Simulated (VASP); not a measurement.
# Ta2N (P-31m) in VASP: single point with PBE

Aim: the single point of Ta2N with PBE.

Program: VASP 6.6.1. These are calculated values, not measurements. Logs are shortened: lines on timing, memory, paths and dates and some standing lists are left out, and cuts for length are marked.

## (1) The cell of the first run

The structure is trigonal, space group P-31m (No. 162). Conventional cell: a = 5.314 Å, b = 5.314 Å, c = 4.956 Å, α = 90.00°, β = 90.00°, γ = 120.00°. Within 2.8 Å of Ta (site symmetry m) lie 3 N at 2.15 to 2.17 Å. N (site symmetry 32) has 6 Ta at 2.17 Å within 2.9 Å. Within 2.8 Å of N (site symmetry -3m) lie 6 Ta at 2.15 Å.

## (2) Single point, PBE

INCAR reads:

```
ALGO = Normal ; EDIFF = 1E-6
ENCUT = 520 ; GGA = PE
ISIF = 2 ; ISMEAR = 0
LASPH = T ; LCHARG = F
LREAL = F ; LWAVE = F
NBANDS = 50 ; NELM = 100
PREC = Accurate ; SIGMA = 0.15
```

KPOINTS reads:

```
k-points
0
Gamma
  9 9 8
```

POSCAR reads:

```
Ta2N
1.0
    5.3140726747      0.0000000000      0.0000000000
   -2.6570363373      4.6021219338      0.0000000000
    0.0000000000      0.0000000000      4.9556489437
Ta N
6 3
Direct
    0.6670723593      0.6670723593      0.7528547364
    0.0000000000      0.3329276407      0.7528547364
    0.3329276407      0.0000000000      0.7528547364
    0.3329276407      0.3329276407      0.2471452636
    0.0000000000      0.6670723593      0.2471452636
    0.6670723593      0.0000000000      0.2471452636
    0.6666666667      0.3333333333      0.5000000000
    0.3333333333      0.6666666667      0.5000000000
    0.0000000000      0.0000000000      0.0000000000
```

Potentials or basis: VASP PAW PBE potentials, release 64 (Ta_pv, N).

Started as:

```bash
cat potpaw_PBE.64/Ta_pv/POTCAR potpaw_PBE.64/N/POTCAR > POTCAR
mpirun -np 1 vasp_std > vasp.out
```

OUTCAR:

```text
EDIFF = 1E-6
   ENCUT = 520
   GGA = PE
   ISIF = 2
   ISMEAR = 0
   LASPH = T
   LREAL = F
   NELM = 100
   PREC = Accurate

 ion  position               nearest neighbor table
   1  0.667  0.667  0.753-   9 2.15   7 2.17   8 2.17   6 3.02   5 3.02   4 3.03   2 3.06   3 3.06
                             6 3.07   5 3.07   3 3.07   2 3.07   3 3.07   2 3.07   4 3.07
   2  0.000  0.333  0.753-   9 2.15   7 2.17   8 2.17   6 3.02   4 3.02   5 3.03   1 3.06   3 3.06
                             6 3.07   4 3.07   3 3.07   1 3.07   1 3.07   3 3.07   5 3.07
   3  0.333  0.000  0.753-   9 2.15   8 2.17   7 2.17   4 3.02   5 3.02   6 3.03   2 3.06   1 3.06
                             4 3.07   5 3.07   2 3.07   1 3.07   1 3.07   2 3.07   6 3.07
   4  0.333  0.333  0.247-   9 2.15   8 2.17   7 2.17   3 3.02   2 3.02   1 3.03   5 3.06   6 3.06
                             3 3.07   2 3.07   6 3.07   5 3.07   6 3.07   5 3.07   1 3.07
   5  0.000  0.667  0.247-   9 2.15   8 2.17   7 2.17   3 3.02   1 3.02   2 3.03   4 3.06   6 3.06
                             3 3.07   1 3.07   6 3.07   4 3.07   4 3.07   6 3.07   2 3.07
   6  0.667  0.000  0.247-   9 2.15   7 2.17   8 2.17   1 3.02   2 3.02   3 3.03   5 3.06   4 3.06
                             1 3.07   2 3.07   5 3.07   4 3.07   4 3.07   5 3.07   3 3.07
   7  0.667  0.333  0.500-   6 2.17   2 2.17   5 2.17   3 2.17   1 2.17   4 2.17
   8  0.333  0.667  0.500-   3 2.17   5 2.17   2 2.17   6 2.17   4 2.17   1 2.17
   9  0.000  0.000  0.000-   2 2.15   5 2.15   4 2.15   1 2.15   3 2.15   6 2.15

  LATTYP: Found a hexagonal cell.
 ALAT       =     5.3140726747
 C/A-ratio  =     0.9325519704

  Lattice vectors:

 A1 = (   5.3140726747,   0.0000000000,   0.0000000000)
 A2 = (  -2.6570363373,   4.6021219338,   0.0000000000)
 A3 = (   0.0000000000,   0.0000000000,   4.9556489437)

Analysis of symmetry for initial positions (statically):
=====================================================================
 Subroutine PRICEL returns:
 Original cell was already a primitive cell.

 Routine SETGRP: Setting up the symmetry group for a
 hexagonal supercell.

 Subroutine GETGRP returns: Found 12 space group operations
 (whereof 12 operations were pure point group operations)
 out of a pool of 24 trial point group operations.

The static configuration has the point symmetry D_3d.

Analysis of symmetry for dynamics (positions and initial velocities):
=====================================================================
 Subroutine PRICEL returns:
 Original cell was already a primitive cell.

 Routine SETGRP: Setting up the symmetry group for a
 hexagonal supercell.

 Subroutine GETGRP returns: Found 12 space group operations
 (whereof 12 operations were pure point group operations)
 out of a pool of 24 trial point group operations.

The dynamic configuration has the point symmetry D_3d.

 Subroutine INISYM returns: Found 12 space group operations
 (whereof 12 operations are pure point group operations),
 and found     1 'primitive' translations

----------------------------------------------------------------------------------------

                                     Primitive cell

  volume of cell :     121.1954

  direct lattice vectors                    reciprocal lattice vectors
     5.314072675  0.000000000  0.000000000     0.188179587  0.108645535  0.000000000
    -2.657036337  4.602121934  0.000000000     0.000000000  0.217291070  0.000000000
     0.000000000  0.000000000  4.955648944     0.000000000  0.000000000  0.201789919

  length of vectors
     5.314072675  5.314072675  4.955648944     0.217291070  0.217291070  0.201789919

  position of ions in fractional coordinates (direct lattice)
     0.667072359  0.667072359  0.752854736
     1.000000000  0.332927641  0.752854736
     0.332927641  0.000000000  0.752854736
     0.332927641  0.332927641  0.247145264
     1.000000000  0.667072359  0.247145264
     0.667072359  0.000000000  0.247145264
     0.666666667  0.333333333  0.500000000
     0.333333333  0.666666667  0.500000000
     0.000000000  0.000000000  0.000000000

  ion indices of the primitive-cell ions
   primitive index   ion index
                 1           1
                 2           2
                 3           3
                 4           4
                 5           5
                 6           6
                 7           7
                 8           8
                 9           9

----------------------------------------------------------------------------------------

 KPOINTS: k-points

Automatic generation of k-mesh.
 Grid dimensions read from file:
 generate k-points for:    9    9    8

 Generating k-lattice:

  Cartesian coordinates                     Fractional coordinates (reciprocal lattice)
     0.020908843  0.012071726  0.000000000     0.111111111  0.000000000  0.000000000
     0.000000000  0.024143452  0.000000000     0.000000000  0.111111111  0.000000000
     0.000000000  0.000000000  0.025223740     0.000000000  0.000000000  0.125000000

  Length of vectors
     0.024143452  0.024143452  0.025223740

  Shift w.r.t. Gamma in fractional coordinates (k-lattice)
     0.000000000  0.000000000  0.000000000

 Subroutine IBZKPT returns following result:
 ===========================================

 Found     81 irreducible k-points:

 Following reciprocal coordinates:
            Coordinates               Weight
  0.000000  0.000000  0.000000      1.000000
  0.111111  0.000000  0.000000      6.000000
  0.222222  0.000000  0.000000      6.000000
  0.333333  0.000000  0.000000      6.000000
  0.444444  0.000000  0.000000      6.000000
  0.111111  0.111111  0.000000      6.000000
[... 16 lines left out ...]
 -0.111111  0.444444  0.125000     12.000000
  0.444444  0.111111  0.125000      6.000000
 [... further k-points ...]
   k-points           NKPTS =     81   k-points in BZ     NKDIM =     81   number of bands    NBANDS=     50
   number of dos      NEDOS =    301   number of ions     NIONS =      9
   total plane-waves  NPLWV =  64000
   dimension x,y,z NGX =    40 NGY =   40 NGZ =   40
   dimension x,y,z NGXF=    80 NGYF=   80 NGZF=   80
   ions per type =               6   3
   NGX,Y,Z   is equivalent  to a cutoff of  12.51, 12.51, 13.42 a.u.
   NGXF,Y,Z  is equivalent  to a cutoff of  25.03, 25.03, 26.84 a.u.
 SYSTEM =  unknown system
   PREC   = accura    normal or accurate (medium, high low for compatibility)
   ISTART =      0    job   : 0-new  1-cont  2-samecut
   ICHARG =      2    charge: 1-file 2-atom 10-const
   ISPIN  =      1    spin polarized calculation?
   LNONCOLLINEAR =      F non collinear calculations
   LSORBIT =      F    spin-orbit coupling
   LASPH  =      T    aspherical Exc in radial PAW
   ENCUT  =  520.0 eV  38.22 Ry    6.18 a.u.   9.88  9.88  9.21*2*pi/ulx,y,z
   NELM   =    100;   NELMIN=  2; NELMDL= -5     # of ELM steps
   EDIFF  = 0.1E-05   stopping-criterion for ELM
   LREAL  =      F    real-space projection
[... 7 lines left out ...]
   TEBEG  =    0.0;   TEEND  =   0.0 temperature during run
   PSTRESS=    0.0 pullay stress
   NELECT =      81.0000    total number of electrons
   NUPDOWN=      -1.0000    fix difference up-down
   EMIN   =  10.00;   EMAX   =-10.00  energy-range for DOS
   EFERMI =   0.00;   METHOD = LEGACY
   ISMEAR =     0;   SIGMA  =   0.15  broadening in eV -4-tet -1-fermi 0-gaus
   EFERMI_NEDOS =   21; number of points for ismear=-14 and -15
   IALGO  =     38    algorithm
   IMIX   =      4    mixing-type and parameters
     AMIX     =   0.40;   BMIX     =  1.00
     AMIX_MAG =   1.60;   BMIX_MAG =  1.00
  volume/ion in A,a.u.               =      13.47        90.87
  Fermi-wavevector in a.u.,A,eV,Ry     =   1.431334  2.704830 27.874505  2.048718
  Thomas-Fermi vector in A             =   2.551082
   LORBIT       =      0    0 simple, 1 ext, 2 COOP (PROOUT), +10 PAW based schemes
   GGA     = PE    functional components
   LHFCALC =     F    Hartree Fock is set to
   AEXX    =    0.0000 exact exchange contribution
   IVDW    =     0    specifies the selected vdW correction
   LEPSILON=     F    determine dielectric tensor
   LRPA    =     F    only Hartree local field effects (RPA)
 non-spin polarized calculation
 Gauss-broadening in eV      SIGMA  =   0.15
  energy-cutoff  :      520.00
  volume of cell :      121.20
 maximum number of plane-waves:      3294
   NGX = 19   NGY = 19   NGZ = 19

 number of electron      81.0000002 magnetization

 Free energy of the ion-electron system (eV)
  ---------------------------------------------------
  ext. energy  EPLUGINS =         0.00000000
  ---------------------------------------------------
  free energy    TOTEN  =      -104.17381313 eV

  energy without entropy =     -104.13998359  energy(sigma->0) =     -104.15689836

 E-fermi :   7.3990     XC(G=0): -12.9026

 val. band max:        7.3952315975   @ k =   0.3333   0.0000   0.0000
 cond. band min:       7.4234427970   @ k =   0.4444   0.0000   0.1250
 fundamental gap:      0.0282111996
 Fermi energy:         7.3990168594

 k-point     1 :       0.0000    0.0000    0.0000
  band No.  band energies     occupation
      1     -28.3378      2.00000
      2     -27.9707      2.00000
      3     -27.8206      2.00000
      4     -27.8206      2.00000
      5     -27.8025      2.00000
      6     -27.8025      2.00000
[... 42 lines left out ...]
     49      10.2939      0.00000
     50      10.8843      0.00000

 k-point     2 :       0.1111    0.0000    0.0000
  band No.  band energies     occupation
      1     -28.3266      2.00000
      2     -27.9848      2.00000
      3     -27.8569      2.00000
      4     -27.8497      2.00000
      5     -27.8123      2.00000
      6     -27.7715      2.00000
[... 42 lines left out ...]
     49      10.3888      0.00000
     50      10.4283      0.00000

 k-point     3 :       0.2222    0.0000    0.0000
  band No.  band energies     occupation
      1     -28.2943      2.00000
      2     -28.0121      2.00000
      3     -27.8901      2.00000
      4     -27.8660      2.00000
      5     -27.8487      2.00000
      6     -27.7482      2.00000
[... 1102 lines left out ...]
     49      10.3331      0.00000
     50      10.7444      0.00000

 k-point    24 :       0.4444    0.1111    0.1250
  band No.  band energies     occupation
      1     -28.2086      2.00000
      2     -28.0132      2.00000
      3     -27.9412      2.00000
      4     -27.8967      2.00000
      5     -27.8483      2.00000
      6     -27.7613      2.00000
[... 42 lines left out ...]
     49      10.3271      0.00000
     50      10.6294      0.00000

 [... further k-points ...]
[... 5 lines left out ...]
  --------------------------------------------------------------------------------------
  -------------------------------------------------------------------------------------
  Total        0.3804591      0.3804591      0.3795972      0.0000000      0.0000000      0.0000000
  in kB        5.0295886      5.0295886      5.0181942      0.0000000      0.0000000      0.0000000
  external PRESSURE =       5.0257905 kB  Pullay stress =       0.0000000 kB

 VOLUME and BASIS-vectors are now :
 -----------------------------------------------------------------------------
  energy-cutoff  :      520.00
  volume of cell :      121.20
      direct lattice vectors                 reciprocal lattice vectors
     5.314072675  0.000000000  0.000000000     0.188179587  0.108645535  0.000000000
    -2.657036337  4.602121934  0.000000000     0.000000000  0.217291070  0.000000000
     0.000000000  0.000000000  4.955648944     0.000000000  0.000000000  0.201789919

 POSITION                                       TOTAL-FORCE (eV/Angst)
 -----------------------------------------------------------------------------------
      1.77244      3.06995      3.73088        -0.003527     -0.006109      0.023159
     -0.88460      1.53217      3.73088        -0.003527      0.006109      0.023159
      1.76920      0.00000      3.73088         0.007054      0.000000      0.023159
      0.88460      1.53217      1.22477         0.003527      0.006109     -0.023159
     -1.77244      3.06995      1.22477         0.003527     -0.006109     -0.023159
      3.54487      0.00000      1.22477        -0.007054     -0.000000     -0.023159
      2.65704      1.53404      2.47782         0.000000      0.000000     -0.000000
     -0.00000      3.06808      2.47782         0.000000      0.000000     -0.000000
      0.00000      0.00000      0.00000         0.000000      0.000000     -0.000000
 -----------------------------------------------------------------------------------
    total drift:                                0.000000      0.000000     -0.000000

  FREE ENERGIE OF THE ION-ELECTRON SYSTEM (eV)
  ---------------------------------------------------
  free  energy   TOTEN  =      -104.1738131255 eV

  energy  without entropy=     -104.1399835934  energy(sigma->0) =     -104.15689836
```

It took 16 min on 1 thread of AMD EPYC 7R13, shared host; peak memory 0.46 GiB.

Results:

```
Free energy            : -104.1738 eV
Pressure               : 0.5 GPa
Largest force          : 0.024 eV/Å
Band gap on the k mesh : zero (an odd number of electrons rules out a gap without spin polarisation)
```

Forces on the atoms (eV/Å):
```
Ta  -0.004 -0.006  0.023
Ta  -0.004  0.006  0.023
Ta   0.007  0.000  0.023
Ta   0.004  0.006 -0.023
Ta   0.004 -0.006 -0.023
Ta  -0.007  0.000 -0.023
N    0.000  0.000  0.000
N    0.000  0.000  0.000
N    0.000  0.000  0.000
```

Levels at points of the mesh, in eV from the Fermi level:
```csv
k point,band 38,band 39,band 40,band 41,band 42,band 43,band 44,band 45
"(0.00, 0.00, 0.00)",-0.78,-0.47,-0.47,-0.36,-0.10,-0.10,0.70,0.70
"(0.00, 0.00, 0.50)",-1.74,-1.38,-1.38,-0.94,0.61,0.61,0.83,2.03
```

Caveat: spin-orbit coupling is left out, which moves the levels of the heavy elements.

The gap in the log of VASP goes by the Fermi energy; the results here count the filled bands.